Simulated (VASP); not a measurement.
# CaB6 (Pm-3m) in VASP: further runs

The runs below take CaB6 through relaxation of cell and atoms, with r2SCAN.

Everything below comes from runs of VASP 6.6.1. Logs are shortened: lines on timing, memory, paths and dates and some standing lists are left out, and cuts for length are marked.

### Step 1. The cell of the first run

The structure is cubic, space group Pm-3m (No. 221). Conventional cell: a = 4.145 Å, b = 4.145 Å, c = 4.145 Å, α = 90.00°, β = 90.00°, γ = 90.00°. Ca (site symmetry m-3m) has 24 B at 3.05 Å and 6 Ca at 4.14 Å within 4.2 Å. Within 2.3 Å of B (site symmetry 4mm) lie 5 B at 1.72 Å.

### Step 2. Relaxation of cell and atoms, r2SCAN

The input, POSCAR:

```
CaB6
1.0
    4.1450000000      0.0000000000      0.0000000000
    0.0000000000      4.1450000000      0.0000000000
    0.0000000000      0.0000000000      4.1450000000
Ca B
1 6
Direct
    0.5000000000      0.5000000000      0.5000000000
    0.0000000000      0.0000000000      0.2930000000
    0.0000000000      0.0000000000      0.7070000000
    0.2930000000      0.0000000000      0.0000000000
    0.7070000000      0.0000000000      0.0000000000
    0.0000000000      0.2930000000      0.0000000000
    0.0000000000      0.7070000000      0.0000000000
```

The input, INCAR.step1:

```
PREC     = Accurate       # precision mode
ENCUT    = 600            # plane-wave cutoff, eV
ISMEAR   = 0              # smearing method
SIGMA    = 0.1            # smearing width, eV
LREAL    = F              # projectors in reciprocal space
LASPH    = T              # aspherical terms in the spheres
NELM     = 60             # most SCF steps
GGA      = PE             # functional
ALGO     = Normal         # electronic algorithm
EDIFF    = 1E-4           # SCF threshold, eV
LWAVE    = T              # write WAVECAR
LCHARG   = F              # write CHGCAR
```

The input, INCAR.step2:

```
PREC     = Accurate       # precision mode
ENCUT    = 600            # plane-wave cutoff, eV
EDIFF    = 1E-7           # SCF threshold, eV
ISMEAR   = 0              # smearing method
SIGMA    = 0.1            # smearing width, eV
LREAL    = F              # projectors in reciprocal space
LASPH    = T              # aspherical terms in the spheres
NELM     = 60             # most SCF steps
ALGO     = Normal         # electronic algorithm
ISIF     = 3              # what is computed and relaxed
LWAVE    = F              # write WAVECAR
LCHARG   = F              # write CHGCAR
METAGGA  = R2SCAN         # meta-GGA
LMIXTAU  = T            
IBRION   = 2              # ionic algorithm
NSW      = 100            # ionic steps
EDIFFG   = -0.05          # ionic threshold
ISTART   = 1
```

The input, KPOINTS:

```
regular mesh
0
Gamma
  6 6 6
```

Potentials or basis: VASP PAW PBE potentials, release 64 (Ca_sv, B).

Started as:

```bash
$ cat potpaw_PBE.64/Ca_sv/POTCAR potpaw_PBE.64/B/POTCAR > POTCAR
$ cp INCAR.step1 INCAR
$ mpirun -np 1 vasp_std > vasp.out
$ cp INCAR.step2 INCAR
$ mpirun -np 1 vasp_std > vasp.out
```

OUTCAR:

```text
PREC = Accurate
   ENCUT = 600
   EDIFF = 1E-7
   ISMEAR = 0
   LREAL = F
   LASPH = T
   NELM = 60
   ISIF = 3
   METAGGA = R2SCAN
   IBRION = 2
   NSW = 100
   EDIFFG = -0.05
   ISTART = 1

 ion  position               nearest neighbor table
   1  0.500  0.500  0.500-
   2  0.000  0.000  0.293-   3 1.72   4 1.72   5 1.72   6 1.72   7 1.72
   3  0.000  0.000  0.707-   2 1.72   4 1.72   5 1.72   6 1.72   7 1.72
   4  0.293  0.000  0.000-   5 1.72   3 1.72   2 1.72   6 1.72   7 1.72
   5  0.707  0.000  0.000-   4 1.72   3 1.72   2 1.72   6 1.72   7 1.72
   6  0.000  0.293  0.000-   7 1.72   3 1.72   4 1.72   5 1.72   2 1.72
   7  0.000  0.707  0.000-   6 1.72   3 1.72   4 1.72   5 1.72   2 1.72

  LATTYP: Found a simple cubic cell.
 ALAT       =     4.1450000000

  Lattice vectors:

 A1 = (   4.1450000000,   0.0000000000,   0.0000000000)
 A2 = (   0.0000000000,   4.1450000000,   0.0000000000)
 A3 = (   0.0000000000,   0.0000000000,   4.1450000000)

Analysis of symmetry for initial positions (statically):
=====================================================================
 Subroutine PRICEL returns:
 Original cell was already a primitive cell.

 Routine SETGRP: Setting up the symmetry group for a
 simple cubic supercell.

 Subroutine GETGRP returns: Found 48 space group operations
 (whereof 48 operations were pure point group operations)
 out of a pool of 48 trial point group operations.

The static configuration has the point symmetry O_h .

Analysis of symmetry for dynamics (positions and initial velocities):
=====================================================================
 Subroutine PRICEL returns:
 Original cell was already a primitive cell.

 Routine SETGRP: Setting up the symmetry group for a
 simple cubic supercell.

 Subroutine GETGRP returns: Found 48 space group operations
 (whereof 48 operations were pure point group operations)
 out of a pool of 48 trial point group operations.

The dynamic configuration has the point symmetry O_h .

 Subroutine INISYM returns: Found 48 space group operations
 (whereof 48 operations are pure point group operations),
 and found     1 'primitive' translations

----------------------------------------------------------------------------------------

                                     Primitive cell

[... 82 lines left out ...]
   ions per type =               1   6
   NGX,Y,Z   is equivalent  to a cutoff of  14.44, 14.44, 14.44 a.u.
   NGXF,Y,Z  is equivalent  to a cutoff of  28.88, 28.88, 28.88 a.u.
 SYSTEM =  unknown system
   PREC   = accura    normal or accurate (medium, high low for compatibility)
   ISTART =      1    job   : 0-new  1-cont  2-samecut
   ICHARG =      0    charge: 1-file 2-atom 10-const
   ISPIN  =      1    spin polarized calculation?
   LNONCOLLINEAR =      F non collinear calculations
   LSORBIT =      F    spin-orbit coupling
   LASPH  =      T    aspherical Exc in radial PAW
   ENCUT  =  600.0 eV  44.10 Ry    6.64 a.u.   8.28  8.28  8.28*2*pi/ulx,y,z
   NELM   =     60;   NELMIN=  2; NELMDL=  0     # of ELM steps
   EDIFF  = 0.1E-06   stopping-criterion for ELM
   LREAL  =      F    real-space projection
   EDIFFG = -.5E-01   stopping-criterion for IOM
   NSW    =    100    number of steps for IOM
   IBRION =      2    ionic relax: 0-MD 1-quasi-New 2-CG
   NFREE  =      1    steps in history (QN), initial steepest desc. (CG)
   ISIF   =      3    stress and relaxation
   ISYM   =      2    0-nonsym 1-usesym 2-fastsym
   POTIM  = 0.5000    time-step for ionic-motion
   TEBEG  =    0.0;   TEEND  =   0.0 temperature during run
   PSTRESS=    0.0 pullay stress
   NELECT =      28.0000    total number of electrons
   NUPDOWN=      -1.0000    fix difference up-down
   EMIN   =  10.00;   EMAX   =-10.00  energy-range for DOS
   EFERMI =   0.00;   METHOD = LEGACY
   ISMEAR =     0;   SIGMA  =   0.10  broadening in eV -4-tet -1-fermi 0-gaus
   EFERMI_NEDOS =   21; number of points for ismear=-14 and -15
   IALGO  =     38    algorithm
   IMIX   =      4    mixing-type and parameters
     AMIX     =   0.40;   BMIX     =  1.00
     AMIX_MAG =   1.60;   BMIX_MAG =  1.00
  volume/ion in A,a.u.               =      10.17        68.65
  Fermi-wavevector in a.u.,A,eV,Ry     =   1.199323  2.266393 19.570302  1.438377
  Thomas-Fermi vector in A             =   2.335189
   LORBIT       =      0    0 simple, 1 ext, 2 COOP (PROOUT), +10 PAW based schemes
   METAGGA = R2SCAN    functional components
   LHFCALC =     F    Hartree Fock is set to
   AEXX    =    0.0000 exact exchange contribution
   IVDW    =     0    specifies the selected vdW correction
   LEPSILON=     F    determine dielectric tensor
   LRPA    =     F    only Hartree local field effects (RPA)
 conjugate gradient relaxation of ions
 non-spin polarized calculation
 Gauss-broadening in eV      SIGMA  =   0.10
  energy-cutoff  :      600.00
  volume of cell :       71.22
 maximum number of plane-waves:      2408
 NGX is ok and might be reduce to    36
   NGX = 17   NGY = 17   NGZ = 17

--------------------------------------- Ionic step        1  -------------------------------------------

 number of electron      28.0000003 magnetization

 Free energy of the ion-electron system (eV)
  ---------------------------------------------------
  ext. energy  EPLUGINS =         0.00000000
  ---------------------------------------------------
  free energy    TOTEN  =       -54.34986995 eV

  energy without entropy =      -54.34970269  energy(sigma->0) =      -54.34978632

------------------------ aborting loop because EDIFF is reached ----------------------------------------

  FORCE on cell =-STRESS in cart. coord.  units (eV):
  Direction    XX          YY          ZZ          XY          YZ          ZX
  --------------------------------------------------------------------------------------
  -------------------------------------------------------------------------------------
  Total        0.5502639      0.5502639      0.5502639     -0.0000000     -0.0000000      0.0000000
  in kB       12.3796385     12.3796385     12.3796385     -0.0000000     -0.0000000      0.0000000
  external PRESSURE =      12.3796385 kB  Pullay stress =       0.0000000 kB
[... 110 lines left out ...]
--------------------------------------- Ionic step        4  -------------------------------------------

 number of electron      28.0000002 magnetization

 Free energy of the ion-electron system (eV)
  ---------------------------------------------------
  ext. energy  EPLUGINS =         0.00000000
  ---------------------------------------------------
  free energy    TOTEN  =       -54.43566060 eV

  energy without entropy =      -54.43369080  energy(sigma->0) =      -54.43467570

 E-fermi :   4.7723     XC(G=0): -11.2532

 val. band max:        4.7127743934   @ k =   0.5000   0.0000   0.0000
 cond. band min:       4.7919294867   @ k =   0.5000   0.0000   0.0000
 fundamental gap:      0.0791550933
 Fermi energy:         4.7722989072

 k-point     1 :       0.0000    0.0000    0.0000
  band No.  band energies     occupation
      1     -38.2098      2.00000
      2     -18.3173      2.00000
      3     -18.3173      2.00000
      4     -18.3173      2.00000
      5     -10.7246      2.00000
      6      -2.5862      2.00000
[... 443 lines left out ...]
  FREE ENERGIE OF THE ION-ELECTRON SYSTEM (eV)
  ---------------------------------------------------
  free  energy   TOTEN  =       -54.4356606014 eV

  energy  without entropy=      -54.4336908015  energy(sigma->0) =      -54.43467570

 reached required accuracy - stopping structural energy minimisation
```

OSZICAR.step1:

```text
N       E                     dE             d eps       ncg     rms          rms(c)
DAV:   1     0.174117229401E+03    0.17412E+03   -0.14885E+04   720   0.163E+03
DAV:   2    -0.418257138335E+02   -0.21594E+03   -0.20996E+03   960   0.354E+02
DAV:   3    -0.504720134222E+02   -0.86463E+01   -0.86306E+01  1304   0.674E+01
DAV:   4    -0.506149530576E+02   -0.14294E+00   -0.14278E+00   972   0.718E+00
DAV:   5    -0.506232902009E+02   -0.83371E-02   -0.83359E-02  1132   0.107E+00    0.104E+01
DAV:   6    -0.457579240335E+02    0.48654E+01   -0.84359E+00   930   0.163E+01    0.529E+00
DAV:   7    -0.449280741757E+02    0.82985E+00   -0.55604E+00   980   0.115E+01    0.156E+00
DAV:   8    -0.449521961828E+02   -0.24122E-01   -0.89867E-01  1018   0.583E+00    0.775E-01
DAV:   9    -0.449256064311E+02    0.26590E-01   -0.11676E-01   986   0.187E+00    0.174E-01
DAV:  10    -0.449265539830E+02   -0.94755E-03   -0.22484E-02  1194   0.747E-01    0.136E-01
DAV:  11    -0.449264774929E+02    0.76490E-04   -0.18979E-03   994   0.296E-01    0.484E-02
DAV:  12    -0.449264672063E+02    0.10287E-04   -0.18974E-04   694   0.931E-02
   1 F= -.44926467E+02 E0= -.44926145E+02  d E =-.644684E-03
```

It took 5.4 min on 1 thread of Intel Xeon 8259CL, shared host; peak memory 0.24 GiB.

What came out:

* Free energy: -54.4357 eV
* Relaxed volume: 10.11 Å³/atom
* Relaxed cell: a = 4.136 Å, b = 4.136 Å, c = 4.136 Å, α = 90.00°, β = 90.00°, γ = 90.00°
* Space group after relaxing (to 0.1 Å): Pm-3m (No. 221)
* Energy gained by relaxing: 12.3 meV/atom
* Ionic steps: 4
* Pressure after relaxing: 0.2 GPa
* Largest force after relaxing: 0.015 eV/Å
* Band gap on the k mesh: 0.08 eV

Forces on the atoms (eV/Å):
```
Ca   0.000  0.000  0.000
B    0.000  0.000 -0.015
B    0.000  0.000  0.015
B   -0.015  0.000  0.000
B    0.015  0.000  0.000
B    0.000 -0.015  0.000
B    0.000  0.015  0.000
```

The path:
```
step  energy change (eV)  largest force (eV/Å)  pressure (GPa)  volume (Å³)
   1              0.0000                1.3480            1.24        71.22
   2              0.3009                2.8127           -3.88        72.03
   3             -0.0835                0.0157           -1.24        71.47
   4             -0.0858                0.0147            0.21        70.78
```

Final structure:
```cif
data_structure
_symmetry_space_group_name_H-M 'P 1'
_symmetry_Int_Tables_number 1
_cell_length_a 4.1365
_cell_length_b 4.1365
_cell_length_c 4.1365
_cell_angle_alpha 90.000
_cell_angle_beta 90.000
_cell_angle_gamma 90.000
_cell_volume 70.78
loop_
_atom_site_label
_atom_site_type_symbol
_atom_site_fract_x
_atom_site_fract_y
_atom_site_fract_z
_atom_site_occupancy
Ca1 Ca 0.50000 0.50000 0.50000 1
B1 B 0.00000 0.00000 0.29832 1
B2 B 0.00000 0.00000 0.70168 1
B3 B 0.29832 0.00000 0.00000 1
B4 B 0.70168 0.00000 0.00000 1
B5 B 0.00000 0.29832 0.00000 1
B6 B 0.00000 0.70168 0.00000 1
```

Caveat: the PAW data sets were made with another functional, which shifts forces and pressure a little. A k mesh can miss the band edges.

### Step 3. Relaxation of cell and atoms, r2SCAN

This run uses another cell than the first one, of 10.10 Å³/atom.

The input, POSCAR:

```
CaB6
1.0
    4.1352172890      0.0000000000      0.0000000000
    0.0000000000      4.1352172890      0.0000000000
    0.0000000000      0.0000000000      4.1352172890
Ca B
1 6
Direct
    0.5000000000      0.5000000000      0.5000000000
    0.0000000000      0.0000000000      0.2981145663
    0.0000000000      0.0000000000      0.7018854337
    0.2981145663      0.0000000000      0.0000000000
    0.7018854337      0.0000000000      0.0000000000
    0.0000000000      0.2981145663      0.0000000000
    0.0000000000      0.7018854337      0.0000000000
```

The input, INCAR.step1:

```
ALGO     = Normal         # electronic algorithm
EDIFF    = 1E-4           # SCF threshold, eV
ENCUT    = 600            # plane-wave cutoff, eV
GGA      = PE             # functional
ISMEAR   = 0              # smearing method
LASPH    = T              # aspherical terms in the spheres
LCHARG   = F              # write CHGCAR
LREAL    = F              # projectors in reciprocal space
LWAVE    = T              # write WAVECAR
NELM     = 60             # most SCF steps
PREC     = Accurate       # precision mode
SIGMA    = 0.01           # smearing width, eV
```

The input, INCAR.step2:

```
ALGO     = Normal         # electronic algorithm
EDIFF    = 1E-7           # SCF threshold, eV
EDIFFG   = -0.005         # ionic threshold
ENCUT    = 600            # plane-wave cutoff, eV
IBRION   = 2              # ionic algorithm
ISIF     = 3              # what is computed and relaxed
ISMEAR   = 0              # smearing method
ISTART   = 1            
LASPH    = T              # aspherical terms in the spheres
LCHARG   = F              # write CHGCAR
LMIXTAU  = T            
LREAL    = F              # projectors in reciprocal space
LWAVE    = F              # write WAVECAR
METAGGA  = R2SCAN         # meta-GGA
NELM     = 60             # most SCF steps
NSW      = 100            # ionic steps
PREC     = Accurate       # precision mode
SIGMA    = 0.01           # smearing width, eV
```

The input, KPOINTS:

```
k-points
0
Gamma
  8 8 8
```

Potentials or basis: VASP PAW PBE potentials, release 64 (Ca_sv, B).

Started as:

```bash
$ cat potpaw_PBE.64/Ca_sv/POTCAR potpaw_PBE.64/B/POTCAR > POTCAR
$ cp INCAR.step1 INCAR
$ mpirun -np 1 vasp_std > vasp.out
$ cp INCAR.step2 INCAR
$ mpirun -np 1 vasp_std > vasp.out
```

Wall time 7.7 min (1 thread of Intel Xeon 8259CL, shared host); peak memory 0.26 GiB.

It converged, with:

* Free energy: -54.4371 eV
* Relaxed volume: 10.13 Å³/atom
* Relaxed cell: a = 4.139 Å, b = 4.139 Å, c = 4.139 Å, α = 90.00°, β = 90.00°, γ = 90.00°
* Space group after relaxing (to 0.1 Å): Pm-3m (No. 221)
* Energy gained by relaxing: 0.0 meV/atom
* Ionic steps: 5
* Pressure after relaxing: 0.0 GPa
* Band gap on the k mesh: 0.07 eV

Step by step:
| step | energy change (eV) | largest force (eV/Å) | pressure (GPa) | volume (Å³) |
| --- | --- | --- | --- | --- |
| 1 | 0.0000 | 0.0270 | 0.45 | 70.71 |
| 2 | 0.0001 | 0.0814 | -0.30 | 71.00 |
| 3 | -0.0002 | 0.0228 | 0.11 | 70.84 |
| 4 | -0.0002 | 0.0213 | -0.08 | 70.95 |
| 5 | -0.0003 | 0.0003 | 0.01 | 70.90 |

Final structure:
```xyz
7
Lattice="4.1389 0.0000 0.0000 0.0000 4.1389 0.0000 0.0000 0.0000 4.1389" Properties=species:S:1:pos:R:3 pbc="T T T"
Ca    2.0694    2.0694    2.0694
B     0.0000    0.0000    1.2341
B     0.0000    0.0000    2.9048
B     1.2341    0.0000    0.0000
B     2.9048    0.0000    0.0000
B     0.0000    1.2341    0.0000
B     0.0000    2.9048    0.0000
```

Levels at points of the mesh, in eV from the valence-band top:
```
           k point  band 11  band 12  band 13  band 14  band 15  band 16  band 17  band 18
(0.00, 0.00, 0.00)    -5.74    -0.33    -0.33    -0.33     2.98     2.98     2.98     3.68
(0.50, 0.00, 0.00)    -2.55    -2.55    -1.90     0.00     0.07     3.46     3.46     4.16
(0.50, 0.50, 0.00)    -2.86    -2.86    -1.57    -1.57     3.29     3.29     4.40     4.68
(0.50, 0.50, 0.50)    -4.63    -1.14    -1.14    -1.14     4.80     5.09     5.09     5.22
```

Caveat: the PAW data sets were made with another functional, which shifts forces and pressure a little. A k mesh can miss the band edges.
